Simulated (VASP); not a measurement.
Crystal: V.

```
V
1.0
     0.00000    2.51182    2.51182
     2.51182    0.00000    2.51182
     2.51182    2.51182    0.00000
V
2
Direct
  0.50000 0.50000 0.50000
  0.75000 0.75000 0.75000
```

```yaml
Program: VASP 6.6.1
Task: relaxation of cell and atoms
Functional: PBE
Potentials_or_basis: VASP PAW PBE potentials, release 64 (V_sv)
Cutoff: 600 eV
k_mesh: 6 × 6 × 6
Occupations: gaussian, width 0.1 eV
Spin: collinear spin, ferromagnetic start
Starting_moments: "[0.46, 0.46] μB"
```

At the start: pressure 15.9 GPa; volume 15.85 Å³/atom.

Where does the relaxation end?

Over 3 steps the energy falls by 127.4 meV/atom and the volume is 18.71 Å³/atom (+18.1 %); space group Fd-3m (No. 227, to 0.05 Å); moment 0.01 μB per cell.

Step by step:
| step | energy change (eV) | largest force (eV/Å) | pressure (GPa) | volume (Å³) |
| --- | --- | --- | --- | --- |
| 1 | 0.0000 | 0.0000 | 15.91 | 31.70 |
| 2 | -0.2306 | 0.0000 | -3.41 | 39.48 |
| 3 | -0.2547 | 0.0000 | -0.06 | 37.42 |

Final structure:
```yaml
crystal:
  lattice:
    - [0.00000, 2.65471, 2.65471]
    - [2.65471, 0.00000, 2.65471]
    - [2.65471, 2.65471, 0.00000]
  atoms:
    - { symbol: V, position: [0.50000, 0.50000, 0.50000] }
    - { symbol: V, position: [0.75000, 0.75000, 0.75000] }
```

Caveat: the k points lie up to 0.34 Å⁻¹ apart in the final cell; the volume moved by over 15 % at a fixed basis, so the end points are rough.
